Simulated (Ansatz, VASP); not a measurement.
BaF2 in VASP and in Ansatz

The input INCAR:

```
SYSTEM = BaF2
  ALGO = Normal
  EDIFF = 1E-6
  ENCUT = 600
  GGA = PE
  GGA_COMPAT = .FALSE.
  ISIF = 2
  ISMEAR = 0
  LASPH = .TRUE.
  LCHARG = .FALSE.
  LREAL = .FALSE.
  LWAVE = .FALSE.
  NBANDS = 19
  NELM = 120
  PREC = Accurate
  SIGMA = 0.05
```

The input KPOINTS:

```
k-points
0
G
  6 6 6
  0 0 0
```

POSCAR

```
BaF2
1.0
    0.0000000000      3.1000500000      3.0225487500
    3.1000500000      0.0000000000      3.0225487500
    3.1000500000      3.1000500000      0.0000000000
Ba F
1 2
Direct
    0.0000000000      0.0000000000      0.0000000000
    0.2500000000      0.2500000000      0.2500000000
    0.7500000000      0.7500000000      0.7500000000
```

Input for Ansatz:

```yaml
crystal:
  lattice:
    - [0.0, 3.10005, 3.02254875]
    - [3.10005, 0.0, 3.02254875]
    - [3.10005, 3.10005, 0.0]
  atoms:
    - { symbol: Ba, position: [0.0, 0.0, 0.0] }
    - { symbol: F, position: [0.25, 0.25, 0.25] }
    - { symbol: F, position: [0.75, 0.75, 0.75] }
basis:
  ecutwfc: 420
kpoints:
  mp_grid: { grid: [6, 6, 6] }
hamiltonian:
  xc: pbe
scf:
  occupations: { method: gaussian, width: 0.05 }
output:
  forces: true
  stress: true
  eigenvalues: true
```

Change from the starting cell: strain +0.000 along x and y, -0.025 along z, atoms carried along.

Alike in both runs: task single point; functional PBE; k mesh 6 × 6 × 6; occupations gaussian, width 0.05 eV; no spin polarisation.

|  | VASP | Ansatz |
| --- | --- | --- |
| version | VASP 6.6.1 | Ansatz 0.2.0 |
| potentials or method | VASP PAW PBE potentials, release 64 (Ba_sv, F), cutoff 600 eV | scalar-relativistic, plane waves, PAW |
| valence electrons in the cell | 24 | 24 |

|  | VASP | Ansatz | Ansatz less VASP |
| --- | --- | --- | --- |
| gap on the k mesh at the Fermi level (eV) | 6.84 | 6.92 | +0.079 |
| least direct gap on the mesh (eV) | 6.90 | 6.99 | +0.090 |
| pressure (GPa) | 4.0 | 2.9 | -1.14 |
| traceless stress, the component that is largest in VASP (GPa) | 0.79 | 0.82 | +0.031 |

Spin-orbit coupling is off throughout.
